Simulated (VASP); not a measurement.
A run of VASP 6.6.1 is set up as follows.

Contents of INCAR:

```
SYSTEM = MgI2
  PREC = Accurate
  ENCUT = 600
  EDIFF = 1E-6
  ISMEAR = 0
  SIGMA = 0.02
  LREAL = .FALSE.
  LASPH = .TRUE.
  NELM = 100
  ALGO = Normal
  ISIF = 3
  LWAVE = .FALSE.
  LCHARG = .FALSE.
  GGA = PE
  IBRION = 2
  NSW = 100
  EDIFFG = -0.005
```

Contents of KPOINTS:

```
Automatic mesh
0
G
  6 6 4
  0 0 0
```

The input POSCAR:

```
MgI2
1.0
    4.1537001214      0.0000000000      0.0000000000
   -2.0768500607      3.5972098248      0.0000000000
    0.0000000000      0.0000000000      6.8620000000
Mg I
1 2
Direct
    0.0000000000      0.0000000000      0.0000000000
    0.3333333333      0.6666666667      0.7576300000
    0.6666666667      0.3333333333      0.2423700000
```

Potentials or basis: VASP PAW PBE potentials, release 64 (Mg, I).

Run with:

```console
$ cat potpaw_PBE.64/Mg/POTCAR potpaw_PBE.64/I/POTCAR > POTCAR
$ mpirun -np 1 vasp_std > vasp.out
```

(1) Estimate the relaxed cell.

(2) Estimate the relaxed volume.

(3) Estimate the band gap on the k mesh.

(4) Estimate the space group after relaxing (to 0.05 Å).

Answers

(1) a = 4.203 Å, b = 4.203 Å, c = 7.799 Å, α = 90.00°, β = 90.00°, γ = 120.00°.

(2) 39.76 Å³/atom.

(3) 3.61 eV, indirect (least direct gap 3.71 eV).

(4) P-3m1 (No. 164).

Caveat: the volume moved by over 15 % at a fixed basis, so the end points are rough; spin-orbit coupling is left out, which moves the levels of the heavy elements; this functional lacks dispersion, which binds the layers, so the pressure and a relaxed spacing across them are unreliable; the volume moved by +16 % from the deposited cell, more than functionals usually miss.
